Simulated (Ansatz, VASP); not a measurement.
One calculation of TiTe2, two programs

```
CELL_PARAMETERS angstrom
3.80601 0.00000 0.00000
-1.90300 3.29610 0.00000
0.00000 0.00000 6.84195
ATOMIC_POSITIONS crystal
Ti 0.00000 0.00000 0.00000
Te 0.66667 0.33333 0.24782
Te 0.33333 0.66667 0.75218
```

Alike in both runs: functional r2SCAN; k mesh 10 × 10 × 5; occupations fermi-dirac, width 0.1 eV; no spin polarisation.

Ansatz relaxed the structure, and its values are those at the end. VASP's run is a single point on that final structure, the one shown.

```csv
,VASP,Ansatz
version,VASP 6.6.1,Ansatz 0.2.0
potentials or method,"VASP PAW PBE potentials, release 64 (Ti_sv, Te), cutoff 520 eV",PAW plane waves
valence electrons in the cell,24,44
```

VASP gave:

```
gap on the k mesh at the Fermi level (eV) : none
pressure (GPa)                            : 0.1
rms of the force components (eV/Å)        : 0.006
```

What did Ansatz give for the same quantities?

gap on the k mesh at the Fermi level (eV): none; pressure (GPa): 0.0; rms of the force components (eV/Å): 0.000.

VASP's potentials were made for PBE, not for r2SCAN. A gap of «none» marks a metal or a gap that the smearing closes. VASP's potentials hold 24 valence electrons a cell and Ansatz's 44, so a difference there can come from the potentials and not from the codes.

Spin-orbit coupling is off throughout.
